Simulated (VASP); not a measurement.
Set up this calculation in VASP 6.6.1, as the native input.

| Quantity | Value |
| --- | --- |
| Task | single point |
| Functional | r2SCAN |
| Potentials or basis | VASP PAW PBE potentials, release 64 (Zn, S) |
| Cutoff | 520 eV |
| k mesh | 6 × 6 × 4 |
| Occupations | gaussian, width 0.02 eV |
| Spin | no spin polarisation |
| Dipole correction | no |
| Further INCAR settings | ALGO = Normal; EDIFF = 1e-06; NBANDS = 26 |

Crystal: ZnS.

```
Zn S
1.0
     3.73039    0.00000    0.00000
    -1.86519    3.23061    0.00000
     0.00000    0.00000    6.11991
Zn S
2 2
Cartesian
  0.0000 2.1537 0.0033
  1.8652 1.0769 3.0633
  0.0000 2.1537 2.2916
  1.8652 1.0769 5.3516
```

This cell differs from its parent crystal: equal strain along all axes, cell held: -2.0 %, then relaxed in part.

One way to write it, as run:

POSCAR

```
ZnS
1.0
    3.7303882335      0.0000000000      0.0000000000
   -1.8651941167      3.2306109762      0.0000000000
    0.0000000000      0.0000000000      6.1199067814
Zn S
2 2
Direct
    0.3333333333      0.6666666667      0.0005459392
    0.6666666667      0.3333333333      0.5005459392
    0.3333333333      0.6666666667      0.3744540608
    0.6666666667      0.3333333333      0.8744540608
```

INCAR.step1

```
  PREC = Accurate
  ENCUT = 520
  ISMEAR = 0
  SIGMA = 0.02
  LREAL = F
  LASPH = T
  NELM = 80
  NBANDS = 26
  GGA = PE
  ALGO = Normal
  EDIFF = 1E-4
  LWAVE = T
  LCHARG = F
```

INCAR.step2

```
  PREC = Accurate
  ENCUT = 520
  EDIFF = 1E-6
  ISMEAR = 0
  SIGMA = 0.02
  LREAL = F
  LASPH = T
  NELM = 80
  ALGO = Normal
  ISIF = 2
  LWAVE = F
  LCHARG = F
  METAGGA = R2SCAN
  LMIXTAU = T
  NBANDS = 26
  ISTART = 1
```

KPOINTS

```
regular mesh
0
Gamma
  6 6 4
```

Potentials or basis: VASP PAW PBE potentials, release 64 (Zn, S).

The run is started by

```console
$ cat potpaw_PBE.64/Zn/POTCAR potpaw_PBE.64/S/POTCAR > POTCAR
$ cp INCAR.step1 INCAR
$ mpirun -np 1 vasp_std > vasp.out
$ cp INCAR.step2 INCAR
$ mpirun -np 1 vasp_std > vasp.out
```

Results of the run:

```json
{
  "Pressure": "5.5 GPa",
  "Largest force": "0.010 eV/Å",
  "Band gap on the k mesh": "3.08 eV"
}
```

Caveat: the cell differs from its parent crystal (equal strain along all axes, cell held: -2.0 %, then relaxed in part); the cell stands under pressure; the PAW data sets were made with another functional, which shifts forces and pressure a little.

Wall time 4.7 min on 1 thread of Intel Xeon 8259CL, on a shared host, peak memory 0.21 GiB.
